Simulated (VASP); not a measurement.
## C: single point with PBE+D3(BJ)

C:

```
C
1.0
     1.23248    0.71157    3.36094
    -1.23248    0.71157    3.36094
     0.00000   -1.42315    3.36094
C
2
Cartesian
  0.0000 0.0600 1.6323
  0.0000 -0.0600 8.4506
```

This cell differs from its parent crystal: mode 4 frozen in at -0.048 Å and mode 6 at +0.060 Å (largest displacements).

- Program: VASP 6.6.1
- Task: single point
- Functional: PBE
- Dispersion: D3(BJ)
- Potentials or basis: VASP PAW PBE potentials, release 64 (C)
- Cutoff: 520 eV
- k mesh: 15 × 15 × 15
- Occupations: gaussian, width 0.05 eV
- Spin: no spin polarisation

The pressure is 5.4 GPa. The largest force is 5.585 eV/Å, the band gap on the k mesh is 0.31 eV, direct and the dispersion energy per atom is -0.156 eV.

Forces in eV/Å, atoms in the order of the input:
```
C    0.000 -5.395  1.443
C    0.000  5.395 -1.443
```

Stress tensor (GPa, compression positive):
```
19.77  0.00  0.00
 0.00 -2.10  4.66
 0.00  4.66 -1.52
```

Levels at points of the mesh, in eV from the valence-band top:
| k point | band 1 | band 2 | band 3 | band 4 | band 5 | band 6 | band 7 | band 8 |
| --- | --- | --- | --- | --- | --- | --- | --- | --- |
| (0.00, 0.00, 0.00) | -19.48 | -6.39 | -4.48 | -0.84 | 4.24 | 6.20 | 10.90 | 11.77 |

Run time: 2.8 min on 1 thread of AMD EPYC 7R13, with other jobs on the host, peak memory 0.28 GiB.

Caveat: the cell differs from its parent crystal (mode 4 frozen in at -0.048 Å and mode 6 at +0.060 Å (largest displacements)); forces of over 1 eV/Å act on the atoms, so gaps and moduli don't describe the material at rest. A k mesh can miss the band edges.
